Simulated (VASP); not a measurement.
Set up this calculation in VASP 6.6.1, as the native input.

```
Task                   : relaxation of cell and atoms
Functional             : PBE
Potentials or basis    : VASP PAW PBE potentials, release 64 (Mg, Te, Se)
Cutoff                 : 600 eV
k mesh                 : 6 × 6 × 2
Occupations            : gaussian, width 0.1 eV
Spin                   : no spin polarisation
Dipole correction      : no
Further INCAR settings : ALGO = Normal; EDIFF = 1e-06; IBRION = 2; EDIFFG = -0.04; NSW = 90; ISIF = 3
```

The structure of Mg3TeSe2 lies in POSCAR:

```
Mg3TeSe2
1.0
    4.0814149900      0.0000000000      0.0000000000
   -2.0407075000      3.5346090700      0.0000000000
    0.0000000000      0.0000000000     10.0682944000
Mg Te Se
3 1 2
Direct
    0.3333333300      0.6666666700      0.1657571800
    0.6666666700      0.3333333300      0.8342428200
    0.0000000000      0.0000000000      0.5000000000
    0.0000000000      0.0000000000      0.0000000000
    0.3333333300      0.6666666700      0.6686666600
    0.6666666700      0.3333333300      0.3313333400
```

One way to write it, as run:

INCAR

```
SYSTEM = Mg3TeSe2
  PREC = Accurate
  ENCUT = 600
  EDIFF = 1E-6
  ISMEAR = 0
  SIGMA = 0.1
  LREAL = .FALSE.
  LASPH = .TRUE.
  NELM = 100
  ALGO = Normal
  ISIF = 3
  LWAVE = .FALSE.
  LCHARG = .FALSE.
  GGA = PE
  IBRION = 2
  NSW = 90
  EDIFFG = -0.04
```

KPOINTS

```
Automatic mesh
0
G
  6 6 2
  0 0 0
```

Potentials or basis: VASP PAW PBE potentials, release 64 (Mg, Te, Se).

Launch:

```console
$ cat potpaw_PBE.64/Mg/POTCAR potpaw_PBE.64/Te/POTCAR potpaw_PBE.64/Se/POTCAR > POTCAR
$ mpirun -np 1 vasp_std > vasp.out
```

Results of the run:

```
Relaxed volume                         : 22.67 Å³/atom
Relaxed cell                           : a = 4.002 Å, b = 4.002 Å, c = 9.806 Å, α = 90.00°, β = 90.00°, γ = 120.00°
Space group after relaxing (to 0.05 Å) : P-3m1 (No. 164)
Energy gained by relaxing              : 39.7 meV/atom
Ionic steps                            : 8
Pressure after relaxing                : 0.2 GPa
Largest force after relaxing           : 0.025 eV/Å
Band gap on the k mesh                 : 0.48 eV, indirect (least direct gap 1.22 eV)
```

Caveat: spin-orbit coupling is left out, which moves the levels of the heavy elements.

It took 2.2 min on 1 thread of Intel(R) Xeon(R) 6975P-C (Granite Rapids), with other jobs on the host, peak memory 0.35 GiB.
